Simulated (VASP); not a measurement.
Input of a VASP 6.6.1 run:

Contents of INCAR:

```
ALGO     = Normal         # electronic algorithm
EDIFF    = 1E-6           # SCF threshold, eV
ENCUT    = 520            # plane-wave cutoff, eV
GGA      = PE             # functional
ISIF     = 2              # what is computed and relaxed
ISMEAR   = -1             # smearing method
LASPH    = T              # aspherical terms in the spheres
LCHARG   = T              # write CHGCAR
LELF     = T              # ELF
LREAL    = F              # projectors in reciprocal space
LVHAR    = T            
LWAVE    = F              # write WAVECAR
NBANDS   = 87             # bands
NELM     = 60             # most SCF steps
PREC     = Accurate       # precision mode
SIGMA    = 0.15           # smearing width, eV
```

Contents of KPOINTS:

```
k-points
0
Gamma
  2 2 2
```

The input POSCAR:

```
Zn12O
1.0
    5.3200000000      0.0000000000      0.0000000000
   -3.9900000000      6.9108830000      0.0000000000
    0.0000000000      0.0000000000      4.9369600000
Zn O
12 1
Direct
    0.0524219931      0.0313997502     -0.1120527612
    0.2093079634      0.2472477106      0.4539230620
   -0.0711436390      0.3180490829     -0.0527652645
    0.1576890652      0.5335352950      0.5390564234
   -0.0119839650      0.6420163675      0.0196072077
    0.1439383780      0.8593113210      0.4589463962
    0.4129438096      0.0011431245      0.0511043233
    0.6834546915      0.2169621451      0.4286646033
    0.4747836094      0.3422428075      0.0018634949
    0.6766209769      0.5395547863      0.5496094763
    0.4747526766      0.6408732430      0.0922429997
    0.7214565852      0.9077566499      0.5096253565
    0.6458230089      0.8955584981      0.9306334262
```

Potentials or basis: VASP PAW PBE potentials, release 64 (Zn, O).

Run with:

```sh
$ cat potpaw_PBE.64/Zn/POTCAR potpaw_PBE.64/O/POTCAR > POTCAR
$ mpirun -np 1 vasp_std > vasp.out
```

What does it give for the band gap on the k mesh?

Zero (band 75 reaches 3.44 eV, above the bottom of band 76 at 2.91 eV).

What does it give for the pressure?

11.3 GPa.

Estimate the largest force.

1.479 eV/Å.

Stress tensor (GPa, compression positive):
```
12.77  0.73  0.66
 0.73  8.73  0.30
 0.66  0.30 12.34
```

Caveat: the k points lie up to 0.68 Å⁻¹ apart.
